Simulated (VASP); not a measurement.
Set up this calculation in VASP 6.6.1, as the native input.

```
Task                   : single point
Functional             : PBE
Potentials or basis    : VASP PAW PBE potentials, release 64 (Sb)
Cutoff                 : 520 eV
k mesh                 : 10 × 10 × 10
Occupations            : fermi-dirac, width 0.05 eV
Spin                   : non-collinear spin, zero start, spin-orbit coupling
Starting moments       : [[0.0, 0.0, 0.0]] μB
Dipole correction      : no
Further INCAR settings : ALGO = Normal; EDIFF = 1e-07; NBANDS = 16
```

The structure of Sb lies in POSCAR:

```
Sb
1.0
   -1.8713408863      1.8713408863      1.8713408863
    1.8713408863     -1.8713408863      1.8713408863
    1.8713408863      1.8713408863     -1.8713408863
Sb
1
Direct
    0.0000000000      0.0000000000      0.0000000000
```

This isn't the form of Sb at room conditions, which is rhombohedral.

The input as run:

INCAR

```
PREC = Accurate
ENCUT = 520
EDIFF = 1E-7
ISMEAR = -1
SIGMA = 0.05
LREAL = False
LASPH = True
NELM = 150
ALGO = Normal
ISIF = 2
LWAVE = False
LCHARG = True
MAGMOM = 0 0 0
LORBIT = 11
LSORBIT = True
GGA_COMPAT = False
LORBMOM = True
GGA = PE
LVHAR = True
NBANDS = 16
```

KPOINTS

```
regular mesh
0
Gamma
  10 10 10
```

Potentials or basis: VASP PAW PBE potentials, release 64 (Sb).

The run is started by

```sh
$ cat potpaw_PBE.64/Sb/POTCAR > POTCAR
$ mpirun -np 1 vasp_ncl > vasp.out
```

It gave:

| Property | Result |
| --- | --- |
| Pressure | 3.1 GPa |
| Net moment | 0.00 μB per cell |
| Valence electrons inside the program's atomic spheres | Sb 2.35 |

Caveat: the cell stands under pressure.

It took 68 s on 1 thread of AMD EPYC 7R43 64-Core Processor (Zen 3) (shared host), peak memory 0.17 GiB.
